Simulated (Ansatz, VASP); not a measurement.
## Two plane-wave programs on NiSb

```
Ni Sb
1.0
     3.91594    0.00000    0.00000
    -1.95797    3.39130    0.00000
     0.00000    0.00000    5.07030
Ni Sb
2 2
Direct
  0.00000 0.00000 0.00000
  0.00000 0.00000 0.50000
  0.33333 0.66667 0.25000
  0.66667 0.33333 0.75000
```

Alike in both runs: functional PBEsol; k mesh 12 × 12 × 8; occupations gaussian, width 0.1 eV; no spin polarisation.

Ansatz relaxed the structure, and its values are those at the end. VASP's run is a single point on that final structure, the one shown.

|  | VASP | Ansatz |
| --- | --- | --- |
| version | VASP 6.6.1 | Ansatz 0.2.0 |
| potentials or method | VASP PAW PBE potentials, release 64 (Ni, Sb), cutoff 520 eV | scalar-relativistic, plane waves, PAW |
| valence electrons in the cell | 30 | 66 |

|  | VASP | Ansatz | Ansatz less VASP |
| --- | --- | --- | --- |
| gap on the k mesh at the Fermi level (eV) | none | none | - |
| pressure (GPa) | 0.1 | 0.0 | -0.06 |

VASP's potentials were made for PBE, not for PBEsol. A gap of «none» marks a metal or a gap that the smearing closes. VASP's potentials hold 30 valence electrons a cell and Ansatz's 66, so a difference there can come from the potentials and not from the codes.

Neither program's run includes spin-orbit coupling.
